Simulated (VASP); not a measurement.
# CuO (Tenorite) (Cc) in VASP: further runs

CuO (Tenorite) is run at these levels: RPBE; tasks: single point.

Program: VASP 6.6.1. These are calculated values, not measurements. Logs are shortened: lines on timing, memory, paths and dates and some standing lists are left out, and cuts for length are marked.

## 1. The cell of the first run

The structure is monoclinic, space group Cc (No. 9). Conventional cell: a = 4.594 Å, b = 3.357 Å, c = 5.027 Å, α = 90.00°, β = 99.65°, γ = 90.00°. Within 2.5 Å of Cu (site symmetry 1) lie 4 O at 1.87 to 1.98 Å. O (site symmetry 1) has 4 Cu at 1.87 to 1.98 Å within 2.5 Å.

## 2. Single point, RPBE

Contents of INCAR:

```
SYSTEM = CuO
PREC = Accurate
ENCUT = 520
EDIFF = 1E-6
ISMEAR = -1
SIGMA = 0.05
LREAL = .FALSE.
LASPH = .TRUE.
NELM = 60
ALGO = Normal
ISIF = 2
LWAVE = .FALSE.
LCHARG = .TRUE.
GGA = RP
LELF = .TRUE.
LVHAR = .TRUE.
NBANDS = 25
```

Contents of KPOINTS:

```
Automatic mesh
0
G
  10 10 5
  0 0 0
```

Contents of POSCAR:

```
CuO
1.0
    2.2967865698     -1.6784228387      0.0000000000
    2.2967865698      1.6784228387      0.0000000000
   -0.8429870921      0.0000000000      4.9561536082
Cu O
2 2
Direct
    0.4968000000      0.0032000000      0.5000000000
    0.0032000000      0.4968000000      0.0000000000
    0.4056000000      0.5714000000      0.7537000000
    0.5714000000      0.4056000000      0.2537000000
```

Potentials or basis: VASP PAW PBE potentials, release 64 (Cu, O).

Launch:

```bash
$ cat potpaw_PBE.64/Cu/POTCAR potpaw_PBE.64/O/POTCAR > POTCAR
$ mpirun -np 1 vasp_std > vasp.out
```

OUTCAR:

```text
SYSTEM = CuO
   PREC = Accurate
   ENCUT = 520
   EDIFF = 1E-6
   ISMEAR = -1
   LREAL = .FALSE.
   LASPH = .TRUE.
   NELM = 60
   ISIF = 2
   GGA = RP

 ion  position               nearest neighbor table
   1  0.497  0.003  0.500-   4 1.87   3 1.89   4 1.94   3 1.98
   2  0.003  0.497  0.000-   3 1.87   4 1.89   3 1.94   4 1.98
   3  0.406  0.571  0.754-   2 1.87   1 1.89   2 1.94   1 1.98
   4  0.571  0.406  0.254-   1 1.87   2 1.89   1 1.94   2 1.98

  LATTYP: Found a base centered monoclinic cell.
 ALAT       =     4.5935731396
 B/A-ratio  =     0.7307700510
 C/A-ratio  =     1.0944277397
 COS(beta)  =    -0.1676807457

  Lattice vectors:

 A1 = (   2.2967865698,  -1.6784228387,   0.0000000000)
 A2 = (   2.2967865698,   1.6784228387,   0.0000000000)
 A3 = (  -0.8429870921,   0.0000000000,   4.9561536082)

Analysis of symmetry for initial positions (statically):
=====================================================================
 Subroutine PRICEL returns:
 Original cell was already a primitive cell.

 Routine SETGRP: Setting up the symmetry group for a
 base centered monoclinic supercell.

 Subroutine GETGRP returns: Found  2 space group operations
 (whereof  1 operations were pure point group operations)
 out of a pool of  4 trial point group operations.

The static configuration has the point symmetry C_1 .
 The point group associated with its full space group is C_1h.

Analysis of symmetry for dynamics (positions and initial velocities):
=====================================================================
 Subroutine PRICEL returns:
 Original cell was already a primitive cell.

 Routine SETGRP: Setting up the symmetry group for a
 base centered monoclinic supercell.

 Subroutine GETGRP returns: Found  2 space group operations
 (whereof  1 operations were pure point group operations)
 out of a pool of  4 trial point group operations.

The dynamic configuration has the point symmetry C_1 .
 The point group associated with its full space group is C_1h.

 Subroutine INISYM returns: Found  2 space group operations
 (whereof  1 operations are pure point group operations),
 and found     1 'primitive' translations

----------------------------------------------------------------------------------------

[... 87 lines left out ...]
   PREC   = accura    normal or accurate (medium, high low for compatibility)
   ISTART =      0    job   : 0-new  1-cont  2-samecut
   ICHARG =      2    charge: 1-file 2-atom 10-const
   ISPIN  =      1    spin polarized calculation?
   LNONCOLLINEAR =      F non collinear calculations
   LSORBIT =      F    spin-orbit coupling
   LASPH  =      T    aspherical Exc in radial PAW
   ENCUT  =  520.0 eV  38.22 Ry    6.18 a.u.   5.29  5.29  9.35*2*pi/ulx,y,z
   NELM   =     60;   NELMIN=  2; NELMDL= -5     # of ELM steps
   EDIFF  = 0.1E-05   stopping-criterion for ELM
   LREAL  =      F    real-space projection
   EDIFFG = 0.1E-04   stopping-criterion for IOM
   NSW    =      0    number of steps for IOM
   IBRION =     -1    ionic relax: 0-MD 1-quasi-New 2-CG
   NFREE  =      0    steps in history (QN), initial steepest desc. (CG)
   ISIF   =      2    stress and relaxation
   ISYM   =      2    0-nonsym 1-usesym 2-fastsym
   POTIM  = 0.5000    time-step for ionic-motion
   TEBEG  =    0.0;   TEEND  =   0.0 temperature during run
   PSTRESS=    0.0 pullay stress
   NELECT =      34.0000    total number of electrons
   NUPDOWN=      -1.0000    fix difference up-down
   EMIN   =  10.00;   EMAX   =-10.00  energy-range for DOS
   EFERMI =   0.00;   METHOD = LEGACY
   ISMEAR =    -1;   SIGMA  =   0.05  broadening in eV -4-tet -1-fermi 0-gaus
   EFERMI_NEDOS =   21; number of points for ismear=-14 and -15
   IALGO  =     38    algorithm
   IMIX   =      4    mixing-type and parameters
     AMIX     =   0.40;   BMIX     =  1.00
     AMIX_MAG =   1.60;   BMIX_MAG =  1.00
  volume/ion in A,a.u.               =       9.55        64.47
  Fermi-wavevector in a.u.,A,eV,Ry     =   1.574595  2.975553 33.733598  2.479350
  Thomas-Fermi vector in A             =   2.675706
   LORBIT       =      0    0 simple, 1 ext, 2 COOP (PROOUT), +10 PAW based schemes
   GGA     = RP    functional components
   LHFCALC =     F    Hartree Fock is set to
   AEXX    =    0.0000 exact exchange contribution
   IVDW    =     0    specifies the selected vdW correction
   LEPSILON=     F    determine dielectric tensor
   LRPA    =     F    only Hartree local field effects (RPA)
 non-spin polarized calculation
  energy-cutoff  :      520.00
  volume of cell :       38.21
 maximum number of plane-waves:      1045
 NGX is ok and might be reduce to    24
   NGX = 11   NGY = 11   NGZ = 19

 number of electron      34.0000012 magnetization

 Free energy of the ion-electron system (eV)
  ---------------------------------------------------
  ext. energy  EPLUGINS =         0.00000000
  ---------------------------------------------------
  free energy    TOTEN  =       -17.41652562 eV

  energy without entropy =      -17.39823196  energy(sigma->0) =      -17.40737879

 E-fermi :   6.7310     XC(G=0): -12.0555

 val. band max:        6.7211412289   @ k =   0.5000   0.1000   0.2000
 cond. band min:       6.7404486896   @ k =   0.4000   0.2000   0.4000
 fundamental gap:      0.0193074607
 Fermi energy:         6.7310160094

 k-point     1 :       0.0000    0.0000    0.0000
  band No.  band energies     occupation
      1     -13.8841      2.00000
      2     -12.4143      2.00000
      3      -2.0176      2.00000
      4       0.7181      2.00000
      5       1.0919      2.00000
      6       3.0282      2.00000
[... 661 lines left out ...]
     24      20.6105      0.00000
     25      21.5875      0.00000

 [... further k-points ...]
[... 5 lines left out ...]
  --------------------------------------------------------------------------------------
  -------------------------------------------------------------------------------------
  Total        6.3922940      5.3878218      6.8017001      0.0000000      0.0000000     -1.0256911
  in kB      268.0220641    225.9056189    285.1880251      0.0000000      0.0000000    -43.0061320
  external PRESSURE =     259.7052361 kB  Pullay stress =       0.0000000 kB

 VOLUME and BASIS-vectors are now :
 -----------------------------------------------------------------------------
  energy-cutoff  :      520.00
  volume of cell :       38.21
      direct lattice vectors                 reciprocal lattice vectors
     2.296786570 -1.678422839  0.000000000     0.217695456 -0.297898711  0.037027597
     2.296786570  1.678422839  0.000000000     0.217695456  0.297898711  0.037027597
    -0.842987092  0.000000000  4.956153608     0.000000000  0.000000000  0.201769372

 POSITION                                       TOTAL-FORCE (eV/Angst)
 -----------------------------------------------------------------------------------
      0.72690     -0.82847      2.47808        -0.825519     -0.494691      0.335011
      1.14839      0.82847      0.00000        -0.825519      0.494691      0.335011
      1.60860      0.27828      3.73545         0.825519      0.020319     -0.335011
      2.03009     -0.27828      1.25738         0.825519     -0.020319     -0.335011
 -----------------------------------------------------------------------------------
    total drift:                                0.000071      0.000000      0.000609

  FREE ENERGIE OF THE ION-ELECTRON SYSTEM (eV)
  ---------------------------------------------------
  free  energy   TOTEN  =       -17.4165256162 eV

  energy  without entropy=      -17.3982319613  energy(sigma->0) =      -17.40737879
```

OSZICAR:

```text
N       E                     dE             d eps       ncg     rms          rms(c)
DAV:   1     0.299103030941E+03    0.29910E+03   -0.16594E+04  7532   0.222E+03
DAV:   2     0.123603294942E+02   -0.28674E+03   -0.26408E+03  7203   0.405E+02
DAV:   3    -0.222633593580E+02   -0.34624E+02   -0.32860E+02  8520   0.157E+02
DAV:   4    -0.233597318566E+02   -0.10964E+01   -0.10902E+01  8836   0.297E+01
DAV:   5    -0.233791878916E+02   -0.19456E-01   -0.19447E-01  9044   0.356E+00    0.171E+01
DAV:   6    -0.201426066691E+02    0.32366E+01   -0.30918E+01  9987   0.146E+02    0.118E+01
DAV:   7    -0.173607769748E+02    0.27818E+01   -0.85675E+00  8524   0.111E+02    0.264E+00
DAV:   8    -0.174458636015E+02   -0.85087E-01   -0.13032E+00  7996   0.805E+00    0.165E+00
DAV:   9    -0.174206687246E+02    0.25195E-01   -0.60239E-02 12303   0.699E+00    0.518E-01
DAV:  10    -0.174166182086E+02    0.40505E-02   -0.14440E-02 10895   0.227E+00    0.295E-01
DAV:  11    -0.174164242387E+02    0.19397E-03   -0.51581E-03 10610   0.664E-01    0.472E-02
DAV:  12    -0.174164768509E+02   -0.52612E-04   -0.19340E-04  8523   0.151E-01    0.275E-02
DAV:  13    -0.174165269703E+02   -0.50119E-04   -0.69997E-05 10076   0.792E-02    0.961E-03
DAV:  14    -0.174165254896E+02    0.14807E-05   -0.98173E-07  6733   0.377E-02    0.420E-03
DAV:  15    -0.174165256162E+02   -0.12656E-06   -0.27734E-06  6488   0.165E-02
   1 F= -.17416526E+02 E0= -.17407379E+02  d E =-.182937E-01
```

stdout:

```text
POSCAR found type information on POSCAR CuO
 POSCAR found :  2 types and       4 ions
 scaLAPACK will be used
 -----------------------------------------------------------------------------
|                                                                             |
|                                                                             |
|     You enforced a specific xc type in the INCAR file but a different       |
|     I HOPE YOU KNOW WHAT YOU ARE DOING!                                     |
|                                                                             |
 -----------------------------------------------------------------------------

 LDA part: xc-table for (Slater+PW92), standard interpolation
 POSCAR, INCAR and KPOINTS ok, starting setup
 FFT: planning ... GRIDC
 FFT: planning ... GRID_SOFT
 FFT: planning ... GRID
 WAVECAR not read
 entering main loop
```

Run time: 57 s. Hardware: 1 thread of Intel Xeon 6975P-C (Granite Rapids), shared host; peak memory 0.23 GiB.

Results:

| Item | Value |
| --- | --- |
| Free energy | -17.4165 eV |
| Pressure | 26.0 GPa |
| Largest force | 1.019 eV/Å |
| Band gap on the k mesh | zero (band 17 reaches 7.00 eV, above the bottom of band 18 at 6.40 eV) |

Forces in eV/Å, atoms in the order of the input:
```
Cu  -0.826 -0.495  0.335
Cu  -0.826  0.495  0.335
O    0.826  0.020 -0.335
O    0.826 -0.020 -0.335
```

Levels at points of the mesh, in eV from the Fermi level:
```
           k point  band 15  band 16  band 17  band 18  band 19  band 20
(0.00, 0.00, 0.00)    -2.33    -1.79     0.22     0.97     1.97     6.17
(0.50, 0.00, 0.00)    -1.64    -1.53    -0.03     0.29     4.96     6.64
(0.50, 0.50, 0.00)    -1.73    -1.33    -0.71     1.14     3.27     7.38
```

Caveat: the PAW data sets were made with another functional, which shifts forces and pressure a little; semilocal functionals often make such compounds metallic where correlation or magnetic order opens a gap, which also shifts bond lengths.

[end of part 1 of 2]
